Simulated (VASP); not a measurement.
# Si2Mo: single point with PBE

The system is Si2Mo.

```
Si Mo
1.0
    -1.59981    1.59981    3.91947
     1.59981   -1.59981    3.91947
     1.59981    1.59981   -3.91947
Si Mo
2 1
Direct
  0.66511 0.66511 0.00000
  0.33489 0.33489 0.00000
  0.00000 0.00000 0.00000
```

```
Program             : VASP 6.6.1
Task                : single point
Functional          : PBE
Potentials or basis : VASP PAW PBE potentials, release 64 (Si, Mo_sv)
Cutoff              : 520 eV
k mesh              : 16 × 16 × 16
Occupations         : tetrahedron
Spin                : no spin polarisation
```

```
Pressure               : 3.4 GPa
Largest force          : 0.007 eV/Å
Band gap on the k mesh : zero (band 11 reaches 12.79 eV, above the bottom of band 12 at 11.82 eV)
```

Forces on the atoms (eV/Å):
```
Si   0.000  0.000 -0.007
Si   0.000  0.000  0.007
Mo   0.000  0.000  0.000
```

Stress tensor (GPa, compression positive):
```
3.41 0.00 0.00
0.00 3.41 0.00
0.00 0.00 3.26
```

Levels at points of the mesh, in eV from the Fermi level:
```tsv
k point	band 7	band 8	band 9	band 10	band 11	band 12	band 13	band 14	band 15	band 16
(0.00, 0.00, 0.00)	-3.41	-3.05	-2.62	-2.62	0.38	3.17	3.19	3.54	3.54	4.11
(0.50, 0.00, 0.00)	-4.95	-4.49	-2.57	-2.57	-0.50	2.28	3.10	4.09	4.22	5.51
(0.50, 0.50, 0.00)	-5.65	-5.20	-4.44	-3.05	-1.20	2.33	2.75	3.15	3.35	4.78
(0.50, 0.50, 0.50)	-3.53	-2.19	-0.57	-0.57	-0.48	-0.48	0.52	4.74	5.17	6.03
```

Wall time 3.3 min on 1 thread of Intel(R) Xeon(R) Platinum 8488C (Sapphire Rapids), with other jobs on the host, peak memory 0.38 GiB.

Caveat: tetrahedron occupations give inexact forces and stress in metals.
